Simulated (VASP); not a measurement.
# Na7Bi (P1) in VASP: single point with PBE

Aim: the single point of Na7Bi with PBE.

All numbers are computed with VASP 6.6.1; they aren't measurements. Logs are shortened: lines on timing, memory, paths and dates and some standing lists are left out, and cuts for length are marked.

## Step 1: The cell of the first run

The typed cell holds 8 atoms: a = 7.234 Å, b = 7.191 Å, c = 7.185 Å, α = 60.52°, β = 59.85°, γ = 59.70°.

## Step 2: Single point, PBE

The input, INCAR:

```
SYSTEM = Na7Bi
ALGO = Fast
EDIFF = 1E-6
ENCUT = 520
GGA = PE
ISIF = 2
ISMEAR = 0
LASPH = .True.
LCHARG = .False.
LREAL = .False.
LWAVE = .False.
NBANDS = 42
NELM = 60
PREC = Accurate
SIGMA = 0.2
```

The input, KPOINTS:

```
k-points
0
Gamma
  4 4 4
  0 0 0
```

The input, POSCAR:

```
Na7Bi
1.0
    0.0010159821      5.1081988670      5.1223535000
    5.0442531634     -0.0021327945      5.1248926104
    5.0468100322      5.1135859735     -0.0044357982
Na Bi
7 1
Direct
    0.5008439515      0.9994359634      0.0012468762
    0.9990336699      0.5009252376      0.4991726823
    1.0001186957      0.4992394945     -0.0007786898
    0.4999424218      1.0003257853      0.5000098926
    1.0017540454     -0.0015124319      0.5006154215
    0.4979622288      0.5024158655     -0.0002816356
    0.5010505772      0.4974929748      0.5006739280
   -0.0007055902      0.0016771107     -0.0006584751
```

Potentials or basis: VASP PAW PBE potentials, release 64 (Na_pv, Bi_d).

Started as:

```console
$ cat potpaw_PBE.64/Na_pv/POTCAR potpaw_PBE.64/Bi_d/POTCAR > POTCAR
$ mpirun -np 1 vasp_std > vasp.out
```

OUTCAR:

```text
SYSTEM = Na7Bi
   EDIFF = 1E-6
   ENCUT = 520
   GGA = PE
   ISIF = 2
   ISMEAR = 0
   LASPH = .True.
   LREAL = .False.
   NELM = 60
   PREC = Accurate

 ion  position               nearest neighbor table
   1  0.501  0.999  0.001-
   2  0.999  0.501  0.499-
   3  0.000  0.499  0.999-
   4  0.500  0.000  0.500-
   5  0.002  0.998  0.501-
   6  0.498  0.502  1.000-
   7  0.501  0.497  0.501-
   8  0.999  0.002  0.999-

  Warning from LATTYP: Got some problem with cell dimensions!
  Tried to take original basis but could not verify dimensions!
  LATTYP: Found a triclinic cell.
 ALAT       =    19.0584094849
 B/A-ratio  =     0.5364519346
 C/A-ratio  =     0.8383629264
 COS(alpha) =     0.0001824628
 COS(beta)  =     0.5877876861
 COS(gamma) =     0.8046529539

  Lattice vectors:

 A1 = ( -10.0946360465, -15.3353708140,  -5.1134819036)
 A2 = (  -0.0035728509, -10.2239176350,   0.0069749086)
 A3 = ( -15.1343003769,  -0.0011215175,  -5.1229959226)

Analysis of symmetry for initial positions (statically):
=====================================================================
 Subroutine PRICEL returns:
 Original cell was already a primitive cell.

 Routine SETGRP: Setting up the symmetry group for a
 triclinic supercell.

 Subroutine GETGRP returns: Found  1 space group operations
 (whereof  1 operations were pure point group operations)
 out of a pool of  2 trial point group operations.

The static configuration has the point symmetry C_1 .

Analysis of symmetry for dynamics (positions and initial velocities):
=====================================================================
 Subroutine PRICEL returns:
 Original cell was already a primitive cell.

 Routine SETGRP: Setting up the symmetry group for a
 triclinic supercell.

 Subroutine GETGRP returns: Found  1 space group operations
 (whereof  1 operations were pure point group operations)
 out of a pool of  2 trial point group operations.

The dynamic configuration has the point symmetry C_1 .

 Subroutine INISYM returns: Found  1 space group operations
 (whereof  1 operations are pure point group operations),
 and found     1 'primitive' translations

----------------------------------------------------------------------------------------

                                     Primitive cell

  volume of cell :     264.3902

  direct lattice vectors                    reciprocal lattice vectors
     0.001015982  5.108198867  5.122353500    -0.099120796  0.097911089  0.097601892
     5.044253163 -0.002132795  5.124892610     0.099157425 -0.097778008  0.097488151
     5.046810032  5.113585974 -0.004435798     0.099057730  0.097708760 -0.097458408

  length of vectors
     7.234099949  7.190898330  7.184641444     0.170110678  0.169990216  0.169875181

  position of ions in fractional coordinates (direct lattice)
     0.500843952  0.999435963  0.001246876
     0.999033670  0.500925238  0.499172682
     0.000118696  0.499239495  0.999221310
     0.499942422  0.000325785  0.500009893
     0.001754045  0.998487568  0.500615422
     0.497962229  0.502415865  0.999718364
     0.501050577  0.497492975  0.500673928
     0.999294410  0.001677111  0.999341525

  ion indices of the primitive-cell ions
   primitive index   ion index
                 1           1
                 2           2
                 3           3
                 4           4
                 5           5
                 6           6
                 7           7
                 8           8

----------------------------------------------------------------------------------------

 KPOINTS: k-points

Automatic generation of k-mesh.
 Grid dimensions read from file:
 generate k-points for:    4    4    4

 Generating k-lattice:

  Cartesian coordinates                     Fractional coordinates (reciprocal lattice)
    -0.024780199  0.024477772  0.024400473     0.250000000  0.000000000  0.000000000
     0.024789356 -0.024444502  0.024372038     0.000000000  0.250000000 -0.000000000
     0.024764433  0.024427190 -0.024364602    -0.000000000  0.000000000  0.250000000

  Length of vectors
     0.042527670  0.042497554  0.042468795

  Shift w.r.t. Gamma in fractional coordinates (k-lattice)
     0.000000000  0.000000000  0.000000000

 Subroutine IBZKPT returns following result:
 ===========================================

 Found     36 irreducible k-points:

 Following reciprocal coordinates:
            Coordinates               Weight
  0.000000  0.000000  0.000000      1.000000
  0.250000 -0.000000 -0.000000      2.000000
  0.500000 -0.000000 -0.000000      1.000000
 -0.000000  0.250000 -0.000000      2.000000
  0.250000  0.250000 -0.000000      2.000000
  0.500000  0.250000 -0.000000      2.000000
[... 16 lines left out ...]
  0.000000 -0.250000  0.250000      2.000000
  0.250000 -0.250000  0.250000      2.000000
 [... further k-points ...]
   k-points           NKPTS =     36   k-points in BZ     NKDIM =     36   number of bands    NBANDS=     42
   number of dos      NEDOS =    301   number of ions     NIONS =      8
   total plane-waves  NPLWV = 157464
   dimension x,y,z NGX =    54 NGY =   54 NGZ =   54
   dimension x,y,z NGXF=   108 NGYF=  108 NGZF=  108
   ions per type =               7   1
   NGX,Y,Z   is equivalent  to a cutoff of  12.41, 12.48, 12.50 a.u.
   NGXF,Y,Z  is equivalent  to a cutoff of  24.82, 24.97, 24.99 a.u.
 SYSTEM =  Na7Bi
   PREC   = accura    normal or accurate (medium, high low for compatibility)
   ISTART =      0    job   : 0-new  1-cont  2-samecut
   ICHARG =      2    charge: 1-file 2-atom 10-const
   ISPIN  =      1    spin polarized calculation?
   LNONCOLLINEAR =      F non collinear calculations
   LSORBIT =      F    spin-orbit coupling
   LASPH  =      T    aspherical Exc in radial PAW
   ENCUT  =  520.0 eV  38.22 Ry    6.18 a.u.  13.45 13.37 13.36*2*pi/ulx,y,z
   NELM   =     60;   NELMIN=  2; NELMDL= -5     # of ELM steps
   EDIFF  = 0.1E-05   stopping-criterion for ELM
   LREAL  =      F    real-space projection
   EDIFFG = 0.1E-04   stopping-criterion for IOM
   NSW    =      0    number of steps for IOM
   IBRION =     -1    ionic relax: 0-MD 1-quasi-New 2-CG
   NFREE  =      0    steps in history (QN), initial steepest desc. (CG)
   ISIF   =      2    stress and relaxation
   ISYM   =      2    0-nonsym 1-usesym 2-fastsym
   POTIM  = 0.5000    time-step for ionic-motion
   TEBEG  =    0.0;   TEEND  =   0.0 temperature during run
   PSTRESS=    0.0 pullay stress
   NELECT =      64.0000    total number of electrons
   NUPDOWN=      -1.0000    fix difference up-down
   EMIN   =  10.00;   EMAX   =-10.00  energy-range for DOS
   EFERMI =   0.00;   METHOD = LEGACY
   ISMEAR =     0;   SIGMA  =   0.20  broadening in eV -4-tet -1-fermi 0-gaus
   EFERMI_NEDOS =   21; number of points for ismear=-14 and -15
   IALGO  =     68    algorithm
   IMIX   =      4    mixing-type and parameters
     AMIX     =   0.40;   BMIX     =  1.00
     AMIX_MAG =   1.60;   BMIX_MAG =  1.00
  volume/ion in A,a.u.               =      33.05       223.02
  Fermi-wavevector in a.u.,A,eV,Ry     =   1.020281  1.928051 14.163295  1.040973
  Thomas-Fermi vector in A             =   2.153842
   LORBIT       =      0    0 simple, 1 ext, 2 COOP (PROOUT), +10 PAW based schemes
   GGA     = PE    functional components
   LHFCALC =     F    Hartree Fock is set to
   AEXX    =    0.0000 exact exchange contribution
   IVDW    =     0    specifies the selected vdW correction
   LEPSILON=     F    determine dielectric tensor
   LRPA    =     F    only Hartree local field effects (RPA)
 non-spin polarized calculation
 RMM-DIIS sequential band-by-band and
 Gauss-broadening in eV      SIGMA  =   0.20
  energy-cutoff  :      520.00
  volume of cell :      264.39
 maximum number of plane-waves:      7145
 NGX is ok and might be reduce to    54
   NGX = 27   NGY = 27   NGZ = 27

 number of electron      63.9999987 magnetization

 Free energy of the ion-electron system (eV)
  ---------------------------------------------------
  ext. energy  EPLUGINS =         0.00000000
  ---------------------------------------------------
  free energy    TOTEN  =       -13.85606288 eV

  energy without entropy =      -13.75672986  energy(sigma->0) =      -13.80639637

 E-fermi :   1.4456     XC(G=0):  -7.1906

 val. band max:        1.4232211404   @ k =   0.0000   0.2500   0.2500
 cond. band min:       1.4822586739   @ k =   0.5000  -0.0000  -0.0000
 fundamental gap:      0.0590375335
 Fermi energy:         1.4455844993

 k-point     1 :       0.0000    0.0000    0.0000
  band No.  band energies     occupation
      1     -23.5156      2.00000
      2     -23.5066      2.00000
      3     -23.5064      2.00000
      4     -23.5064      2.00000
      5     -23.4838      2.00000
      6     -23.4835      2.00000
[... 34 lines left out ...]
     41       3.9559      0.00000
     42       6.9563      0.00000

 k-point     2 :       0.2500   -0.0000   -0.0000
  band No.  band energies     occupation
      1     -23.5115      2.00000
      2     -23.5041      2.00000
      3     -23.5028      2.00000
      4     -23.5025      2.00000
      5     -23.4853      2.00000
      6     -23.4819      2.00000
[... 34 lines left out ...]
     41       5.0012      0.00000
     42       5.1468      0.00000

 k-point     3 :       0.5000   -0.0000   -0.0000
  band No.  band energies     occupation
      1     -23.5062      2.00000
      2     -23.5019      2.00000
      3     -23.4974      2.00000
      4     -23.4966      2.00000
      5     -23.4880      2.00000
      6     -23.4839      2.00000
[... 897 lines left out ...]
      4     -23.4974      2.00000
      5     -23.4883      2.00000
      6     -23.4830      2.00000
[... 34 lines left out ...]
     41       5.8930      0.00000
     42       6.0655      0.00000

 k-point    24 :       0.2500   -0.2500    0.2500
  band No.  band energies     occupation
      1     -23.5037      2.00000
      2     -23.4994      2.00000
      3     -23.4960      2.00000
      4     -23.4956      2.00000
      5     -23.4877      2.00000
      6     -23.4864      2.00000
[... 34 lines left out ...]
     41       5.5174      0.00000
     42       5.8217      0.00000

 [... further k-points ...]

------------------------ aborting loop because EDIFF is reached ----------------------------------------

  FORCE on cell =-STRESS in cart. coord.  units (eV):
  Direction    XX          YY          ZZ          XY          YZ          ZX
  --------------------------------------------------------------------------------------
  -------------------------------------------------------------------------------------
  Total        0.0272521     -0.0272148     -0.0389562     -0.0071640      0.0141055      0.0044349
  in kB        0.1651449     -0.1649187     -0.2360708     -0.0434131      0.0854781      0.0268751
  external PRESSURE =      -0.0786148 kB  Pullay stress =       0.0000000 kB

 VOLUME and BASIS-vectors are now :
 -----------------------------------------------------------------------------
  energy-cutoff  :      520.00
  volume of cell :      264.39
      direct lattice vectors                 reciprocal lattice vectors
     0.001015982  5.108198867  5.122353500    -0.099120796  0.097911089  0.097601892
     5.044253163 -0.002132795  5.124892610     0.099157425 -0.097778008  0.097488151
     5.046810032  5.113585974 -0.004435798     0.099057730  0.097708760 -0.097458408

 POSITION                                       TOTAL-FORCE (eV/Angst)
 -----------------------------------------------------------------------------------
      5.04821      2.56265      7.68750        -0.001148     -0.001437      0.001331
      5.04704      7.65476      7.68238        -0.000371      0.001713      0.000612
      7.56117      5.10915      2.55472         0.001454      0.001746     -0.002425
      2.52561      5.11065      2.56033         0.000370      0.000088      0.000889
      7.56314      2.56677      5.12391         0.000140     -0.004320     -0.000610
      7.58021      7.65476      5.12113        -0.002338      0.002621     -0.001147
      5.03680      5.11864      5.11394         0.001757     -0.002927      0.003471
      5.05296     10.21481      5.12290         0.000137      0.002516     -0.002120
 -----------------------------------------------------------------------------------
    total drift:                               -0.000251     -0.000190      0.000281

  FREE ENERGIE OF THE ION-ELECTRON SYSTEM (eV)
  ---------------------------------------------------
  free  energy   TOTEN  =       -13.8560628773 eV

  energy  without entropy=      -13.7567298642  energy(sigma->0) =      -13.80639637
```

It took 7.9 min on 1 thread of Intel Xeon Platinum 8259CL at 2.50GHz (Skylake/Cascade Lake), shared host; peak memory 0.57 GiB.

Results:

* Free energy: -13.8561 eV
* Pressure: 0.0 GPa
* Largest force: 0.005 eV/Å
* Band gap on the k mesh: zero (bands 32 and 33 overlap by 0.54 eV)

Forces on the atoms (eV/Å):
```
Na  -0.001 -0.001  0.001
Na   0.000  0.002  0.001
Na   0.001  0.002 -0.002
Na   0.000  0.000  0.001
Na   0.000 -0.004 -0.001
Na  -0.002  0.003 -0.001
Na   0.002 -0.003  0.003
Bi   0.000  0.003 -0.002
```

Caveat: spin-orbit coupling is left out, which moves the levels of the heavy elements.
